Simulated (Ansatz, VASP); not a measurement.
## Two plane-wave programs on SnSbS2

```xyz
4
Lattice="3.8077 0.0000 0.0000 -1.9039 3.2976 0.0000 0.0000 0.0000 7.7205" Properties=species:S:1:pos:R:3 pbc="T T T"
Sn    0.0000    0.0000    0.0000
Sb    0.0000    0.0000    3.8603
S     0.0000    2.1984    2.0640
S     1.9039    1.0992    5.6565
```

Change from the starting cell: species swapped into the NiSn2Au type (P-3m1, No. 164).

Alike in both runs: functional PBE; k mesh 6 × 6 × 4; occupations gaussian, width 0.1 eV; no spin polarisation.

Ansatz relaxed the structure, and its values are those at the end. VASP's run is a single point on that final structure, the one shown.

|  | VASP | Ansatz |
| --- | --- | --- |
| version | VASP 6.6.1 | Ansatz 0.2.0 |
| potentials or method | VASP PAW PBE potentials, release 64 (Sn_d, Sb, S), cutoff 520 eV | scalar-relativistic, plane waves, PAW |
| valence electrons in the cell | 31 | 41 |

VASP gave:

```
gap on the k mesh at the Fermi level (eV) : none
pressure (GPa)                            : 0.0
rms of the force components (eV/Å)        : 0.014
```

Problem. Which values does Ansatz return?

Solution. gap on the k mesh at the Fermi level (eV): none; pressure (GPa): 0.2; rms of the force components (eV/Å): 0.006.

A gap of «none» marks a metal or a gap that the smearing closes. VASP's potentials hold 31 valence electrons a cell and Ansatz's 41, so a difference there can come from the potentials and not from the codes.

Spin-orbit coupling is off throughout.
